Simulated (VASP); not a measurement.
The system is Mg2SO.

```
O Mg S
1.0
     3.67487    0.00000    0.00000
     0.00000    3.67487    0.00000
     0.00000    0.00000    4.88397
O Mg S
1 2 1
Direct
  0.00000 0.00000 0.00000
  0.00000 0.50000 0.81132
  0.50000 0.00000 0.18868
  0.50000 0.50000 0.50000
```

Base run:

```yaml
Program: VASP 6.6.1
Functional: r2SCAN
Potentials_or_basis: VASP PAW PBE potentials, release 64 (O, Mg, S)
Cutoff: 520 eV
k_mesh: 8 × 8 × 6
Occupations: gaussian, width 0.01 eV
Spin: no spin polarisation
```

Its results: band gap on the k mesh 2.17 eV (least direct gap 2.32 eV); pressure -0.4 GPa; largest force 0.005 eV/Å.

**Question.** The run is repeated on the same cell with these changes: functional from r2SCAN to PBE; further incar settings from ALGO = Normal; EDIFF = 1e-07; NBANDS = 16 to ALGO = Normal; EDIFF = 1e-06; NBANDS = 16. What comes out?

**Answer.** Band gap on the k mesh 1.62 eV (least direct gap 1.77 eV); pressure 1.7 GPa; largest force 0.013 eV/Å.

Caveats: the PAW data sets were made with another functional, which shifts forces and pressure a little (at least some runs).

A k mesh can miss the band edges.
